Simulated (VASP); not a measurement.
## N: electric field gradients with PBE

Crystal: N.

```
N
1.0
     5.64900    0.00000    0.00000
     0.00000    5.64900    0.00000
     0.00000    0.00000    5.64900
N
4
Direct
  0.03000 0.03000 0.03000
  0.47000 0.97000 0.53000
  0.53000 0.47000 0.97000
  0.97000 0.53000 0.47000
```

```json
{
 "Program": "VASP 6.6.1",
 "Task": "electric field gradients",
 "Functional": "PBE",
 "Potentials or basis": "VASP PAW PBE potentials, release 64 (N)",
 "Cutoff": "520 eV",
 "k mesh": "4 × 4 × 4",
 "Occupations": "fermi-dirac, width 0.02 eV",
 "Spin": "no spin polarisation",
 "Dipole correction": "no",
 "Further INCAR settings": "ALGO = Normal; EDIFF = 1e-08; NBANDS = 18"
}
```

* Pressure: -4.0 GPa
* Largest force: 0.380 eV/Å
* Band gap on the k mesh: zero (band 10 reaches -5.32 eV, above the bottom of band 11 at -5.48 eV)

Forces on the atoms (eV/Å):
```
N    0.219  0.219  0.219
N   -0.219 -0.219  0.219
N    0.219 -0.219 -0.219
N   -0.219  0.219 -0.219
```

Levels at points of the mesh, in eV from the Fermi level:
| k point | band 7 | band 8 | band 9 | band 10 | band 11 | band 12 | band 13 | band 14 |
| --- | --- | --- | --- | --- | --- | --- | --- | --- |
| (0.00, 0.00, 0.00) | -0.47 | -0.03 | -0.03 | -0.03 | 0.01 | 0.01 | 0.06 | 0.24 |
| (0.50, 0.00, 0.00) | -0.26 | -0.26 | -0.16 | -0.16 | 0.02 | 0.02 | 0.14 | 0.14 |
| (0.50, 0.50, 0.00) | -0.31 | -0.31 | -0.14 | -0.14 | 0.00 | 0.00 | 0.17 | 0.17 |
| (0.50, 0.50, 0.50) | -0.55 | -0.55 | 0.16 | 0.16 | 0.16 | 0.16 | 0.17 | 0.17 |

Electric field gradients, principal values (V/Å²):
| atom | least | middle | greatest (by size) |
| --- | --- | --- | --- |
| 1 N | 3.253 | 3.253 | -6.506 |
| 2 N | 3.253 | 3.253 | -6.506 |
| 3 N | 3.253 | 3.253 | -6.506 |
| 4 N | 3.253 | 3.253 | -6.506 |

Wall time 31 s on 1 thread of AMD EPYC 7R43 64-Core Processor (Zen 3), on a shared host, peak memory 0.21 GiB.

Caveat: without QUAD_EFG the Cq values of the log hold for a quadrupole moment of 1 mb, not for the nuclei.
